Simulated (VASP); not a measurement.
Si5Ge, 6 atoms in the cell. The structure is trigonal, space group P3m1 (No. 156). The conventional cell has a = 3.873 Å, b = 3.873 Å, c = 9.485 Å, α = 90.00°, β = 90.00°, γ = 120.00°. Si (site symmetry 3m) has 3 Si at 2.37 Å and 1 Ge at 2.40 Å within 3.1 Å. Within 3.1 Å of Si (site symmetry 3m) lie 4 Si at 2.36 to 2.37 Å. Si (site symmetry 3m) has 1 Si at 2.35 Å and 3 Ge at 2.38 Å within 3.1 Å. Si (site symmetry 3m) has 4 Si at 2.36 to 2.37 Å within 3.1 Å. Si (site symmetry 3m) has 4 Si at 2.35 to 2.37 Å within 3.1 Å. Within 3.1 Å of Ge (site symmetry 3m) lie 4 Si at 2.38 to 2.40 Å. 

| Quantity | Value |
| --- | --- |
| Program | VASP 6.6.1 |
| Task | single point |
| Functional | PBE |
| Potentials or basis | VASP PAW PBE potentials, release 64 (Si, Ge_d) |
| Cutoff | 500 eV |
| k mesh | 5 × 5 × 5 |
| Occupations | gaussian, width 0.01 eV |
| Spin | no spin polarisation |
| Dipole correction | no |
| Further INCAR settings | ALGO = Normal; EDIFF = 1e-06; NBANDS = 26 |

Potentials or basis: VASP PAW PBE potentials, release 64 (Si, Ge_d).

The run is started by

```bash
$ cat potpaw_PBE.64/Si/POTCAR potpaw_PBE.64/Ge_d/POTCAR > POTCAR
$ mpirun -np 1 vasp_std > vasp.out
```

Hardware: 1 thread of Intel(R) Xeon(R) Platinum 8488C (Sapphire Rapids) (shared host).

Estimate the wall time of this run.

It took 62 s on 1 thread of Intel(R) Xeon(R) Platinum 8488C (Sapphire Rapids), on a shared host, peak memory 0.24 GiB. Counts: scf iterations 13, k points 19.
